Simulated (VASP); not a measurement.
Wanted: the native input for a VASP 6.6.1 run.

| Item | Value |
| --- | --- |
| Task | single point |
| Functional | r2SCAN |
| Dispersion | rVV10 |
| Potentials or basis | VASP PAW PBE potentials, release 64 (Mo_sv, S) |
| Cutoff | 520 eV |
| k mesh | 8 × 8 × 8 |
| Occupations | fermi-dirac, width 0.02 eV |
| Spin | no spin polarisation |
| Dipole correction | no |
| Further INCAR settings | ALGO = Normal; EDIFF = 1e-07; NBANDS = 20 |

Crystal: MoS2.

```
CELL_PARAMETERS angstrom
1.59655 0.92177 6.07694
-1.59655 0.92177 6.07694
0.00000 -1.84353 6.07694
ATOMIC_POSITIONS crystal
Mo 0.00000 0.00000 0.00000
S 0.75258 0.75258 0.75258
S 0.24742 0.24742 0.24742
```

One way to write it, as run:

POSCAR

```
MoS2
1.0
    1.5965459752      0.9217662486      6.0769391911
   -1.5965459752      0.9217662486      6.0769391911
    0.0000000000     -1.8435324972      6.0769391911
Mo S
1 2
Direct
    0.0000000000      0.0000000000      0.0000000000
    0.7525772694      0.7525772694      0.7525772694
    0.2474227306      0.2474227306      0.2474227306
```

INCAR.step1

```
SYSTEM = MoS2
ALGO     = Normal         ! electronic algorithm
EDIFF    = 1E-4           ! SCF threshold, eV
ENCUT    = 520            ! plane-wave cutoff, eV
GGA      = PE             ! functional
ISMEAR   = -1             ! smearing method
LASPH    = .True.         ! aspherical terms in the spheres
LCHARG   = .False.        ! write CHGCAR
LREAL    = .False.        ! projectors in reciprocal space
LWAVE    = .True.         ! write WAVECAR
NBANDS   = 20             ! bands
NELM     = 80             ! most SCF steps
PREC     = Accurate       ! precision mode
SIGMA    = 0.02           ! smearing width, eV
```

INCAR.step2

```
SYSTEM = MoS2
ALGO     = Normal         ! electronic algorithm
BPARAM   = 11.95        
CPARAM   = 0.0093       
EDIFF    = 1E-7           ! SCF threshold, eV
ENCUT    = 520            ! plane-wave cutoff, eV
ISIF     = 2              ! what is computed and relaxed
ISMEAR   = -1             ! smearing method
ISTART   = 1            
IVDW_NL  = 2            
LASPH    = .True.         ! aspherical terms in the spheres
LCHARG   = .True.         ! write CHGCAR
LELF     = .True.         ! ELF
LMIXTAU  = .True.       
LREAL    = .False.        ! projectors in reciprocal space
LUSE_VDW = .True.       
LVHAR    = .True.       
LWAVE    = .False.        ! write WAVECAR
METAGGA  = R2SCAN         ! meta-GGA
NBANDS   = 20             ! bands
NELM     = 80             ! most SCF steps
PREC     = Accurate       ! precision mode
SIGMA    = 0.02           ! smearing width, eV
```

KPOINTS

```
k-points
0
Gamma
  8 8 8
  0 0 0
```

Potentials or basis: VASP PAW PBE potentials, release 64 (Mo_sv, S).

Command:

```bash
$ cat potpaw_PBE.64/Mo_sv/POTCAR potpaw_PBE.64/S/POTCAR > POTCAR
$ cp INCAR.step1 INCAR
$ mpirun -np 1 vasp_std > vasp.out
$ cp INCAR.step2 INCAR
$ mpirun -np 1 vasp_std > vasp.out
```

Results of the run:

```json
{"Pressure": "0.2 GPa", "Largest force": "0.016 eV/Å", "Band gap on the k mesh": "zero (band 13 reaches 7.67 eV, above the bottom of band 14 at 7.16 eV)"}
```

Caveat: the PAW data sets were made with another functional, which shifts forces and pressure a little.

It took 13 min on 1 thread of Intel(R) Xeon(R) Platinum 8259CL CPU @ 2.50GHz (Skylake/Cascade Lake), with other jobs on the host, peak memory 0.77 GiB.
